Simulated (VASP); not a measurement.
A run of VASP 6.6.1:

File INCAR:

```
SYSTEM = ZnCu
PREC     = Accurate       ! precision mode
ENCUT    = 520            ! plane-wave cutoff, eV
EDIFF    = 1E-6           ! SCF threshold, eV
ISMEAR   = -1             ! smearing method
SIGMA    = 0.2            ! smearing width, eV
LREAL    = .False.        ! projectors in reciprocal space
LASPH    = .True.         ! aspherical terms in the spheres
NELM     = 80             ! most SCF steps
ALGO     = Normal         ! electronic algorithm
ISIF     = 2              ! what is computed and relaxed
LWAVE    = .False.        ! write WAVECAR
LCHARG   = .False.        ! write CHGCAR
GGA      = PE             ! functional
NBANDS   = 18             ! bands
```

KPOINTS

```
regular mesh
0
Gamma
  10 10 10
  0 0 0
```

The input POSCAR:

```
ZnCu
1.0
    2.9450000000      0.0000000000      0.0000000000
    0.0000000000      2.9450000000      0.0000000000
    0.0000000000      0.0000000000      2.9450000000
Zn Cu
1 1
Direct
    0.5000000000      0.5000000000      0.5000000000
    0.0000000000      0.0000000000      0.0000000000
```

Potentials or basis: VASP PAW PBE potentials, release 64 (Zn, Cu).

Run with:

```bash
$ cat potpaw_PBE.64/Zn/POTCAR potpaw_PBE.64/Cu/POTCAR > POTCAR
$ mpirun -np 1 vasp_std > vasp.out
```

Hardware: 1 thread of Intel Xeon 6975P-C, on a shared host.

Question: Estimate the wall time of this run.

Answer: Run time: 14 s on 1 thread of Intel Xeon 6975P-C, on a shared host, peak memory 0.15 GiB. Counts: scf iterations 13, k points 56.
